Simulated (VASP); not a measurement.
A run of VASP 6.6.1 is set up as follows.

The input INCAR:

```
  PREC = Accurate
  ENCUT = 520
  EDIFF = 1E-6
  ISMEAR = 1
  SIGMA = 0.1
  LREAL = False
  LASPH = True
  NELM = 60
  ALGO = Normal
  ISIF = 2
  LWAVE = False
  LCHARG = False
  GGA = CA
  NBANDS = 18
```

Contents of KPOINTS:

```
regular mesh
0
Gamma
  3 3 3
```

The input POSCAR:

```
GaIr
1.0
    3.0040000000      0.0000000000      0.0000000000
    0.0000000000      3.0040000000      0.0000000000
    0.0000000000      0.0000000000      3.0040000000
Ga Ir
1 1
Direct
    0.0000000000      0.0000000000      0.0000000000
    0.5000000000      0.5000000000      0.5000000000
```

Potentials or basis: VASP PAW LDA potentials, release 64 (Ga_d, Ir).

Command:

```console
$ cat potpaw_LDA.64/Ga_d/POTCAR potpaw_LDA.64/Ir/POTCAR > POTCAR
$ mpirun -np 1 vasp_std > vasp.out
```

**Question.** Predict the pressure.

**Answer.** -2.0 GPa.

**Question.** Predict the band gap on the k mesh.

**Answer.** 1.49 eV, direct.

Caveat: the k points lie up to 0.70 Å⁻¹ apart; spin-orbit coupling is left out, which moves the levels of the heavy elements. A k mesh can miss the band edges.
